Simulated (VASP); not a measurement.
**ZnO: single point with PBE**

Crystal: ZnO.

```
Zn O
1.0
     0.00000    2.16494    2.16494
     2.16494    0.00000    2.16494
     2.16494    2.16494    0.00000
Zn O
1 1
Direct
  0.00000 0.00000 0.00000
  0.50000 0.50000 0.50000
```

```yaml
Program: VASP 6.6.1
Task: single point
Functional: PBE
Potentials_or_basis: VASP PAW PBE potentials, release 64 (Zn, O)
Cutoff: 520 eV
k_mesh: 12 × 12 × 12
Occupations: gaussian, width 0.02 eV
Spin: no spin polarisation
```

```
Pressure               : 1.0 GPa
Band gap on the k mesh : 0.72 eV, indirect (least direct gap 1.96 eV)
```

Levels at points of the mesh, in eV from the valence-band top:
```csv
k point,band 6,band 7,band 8,band 9,band 10,band 11,band 12,band 13
"(0.00, 0.00, 0.00)",-4.60,-1.24,-1.24,-1.24,0.72,17.78,17.78,17.78
"(0.50, 0.00, 0.00)",-4.41,-3.58,0.00,0.00,5.38,8.78,12.63,12.63
"(0.50, 0.50, 0.00)",-4.30,-4.03,-2.61,-2.61,4.06,10.46,11.21,15.06
```

Run time: 14 s on 1 thread of Intel(R) Xeon(R) Platinum 8559C (Emerald Rapids), on a shared host, peak memory 0.13 GiB.

A k mesh can miss the band edges. As with any semilocal functional, this PBE gap is likely too small.
